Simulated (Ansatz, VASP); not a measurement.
# HfH3 in VASP and in Ansatz

The input INCAR:

```
SYSTEM = HfH3
PREC = Accurate
ENCUT = 600
EDIFF = 1E-7
ISMEAR = 1
SIGMA = 0.1
LREAL = .False.
LASPH = .True.
NELM = 100
ALGO = Normal
ISIF = 3
LWAVE = .False.
LCHARG = .False.
GGA = B5
ALDAX = 1.0
AGGAX = 1.0
AGGAC = 1.0
ALDAC = 0.0
IVDW = 12
VDW_S6 = 1.0
VDW_S8 = 2.6996
VDW_A1 = 0.4298
VDW_A2 = 4.2359
IBRION = 2
NSW = 80
EDIFFG = -0.05
```

Contents of KPOINTS:

```
Automatic mesh
0
Gamma
  12 12 12
  0 0 0
```

Contents of POSCAR:

```
HfH3
1.0
   -1.5265120000      1.5265120000      3.0340320000
    1.5265120000     -1.5265120000      3.0340320000
    1.5265120000      1.5265120000     -3.0340320000
Hf H
1 3
Direct
    0.0000000000      0.0000000000      0.0000000000
    0.7500000000      0.2500000000      0.5000000000
    0.2500000000      0.7500000000      0.5000000000
    0.5000000000      0.5000000000      0.0000000000
```

Input for Ansatz:

```yaml
crystal:
  lattice:
    - [-1.526512, 1.526512, 3.034032]
    - [1.526512, -1.526512, 3.034032]
    - [1.526512, 1.526512, -3.034032]
  atoms:
    - { symbol: Hf, position: [0.0, 0.0, 0.0] }
    - { symbol: H, position: [0.75, 0.25, 0.5] }
    - { symbol: H, position: [0.25, 0.75, 0.5] }
    - { symbol: H, position: [0.5, 0.5, 0.0] }
kpoints:
  mp_grid:
    grid: [12, 12, 12]
hamiltonian:
  xc: blyp
  dispersion: d3bj
scf:
  occupations:
    method: cold
    width: 0.1
relax:
  f_tol: 0.05
  cell: {}
```

Alike in both runs: task relaxation of cell and atoms; functional BLYP; dispersion D3(BJ); k mesh 12 × 12 × 12; no spin polarisation.

```csv
,VASP,Ansatz
version,VASP 6.6.1,Ansatz 0.2.0
potentials or method,"VASP PAW PBE potentials, release 64 (Hf_pv, H)","plane waves, PAW"
plane-wave cutoff (eV),600,420
occupations,"methfessel-paxton of order 1, width 0.1 eV","cold, width 0.1 eV"
valence electrons in the cell,13,29
```

|  | VASP | Ansatz | Ansatz less VASP |
| --- | --- | --- | --- |
| relaxed volume (Å³/atom) | 6.79 | 6.82 | +0.026 |
| relaxed length of the cell vector where the two differ most in proportion (Å) | 3.660 | 3.659 | -0.0003 |

VASP's potentials were made for PBE, not for BLYP. VASP's potentials hold 13 valence electrons a cell and Ansatz's 29, so a difference there can come from the potentials and not from the codes.

Neither program's run includes spin-orbit coupling.
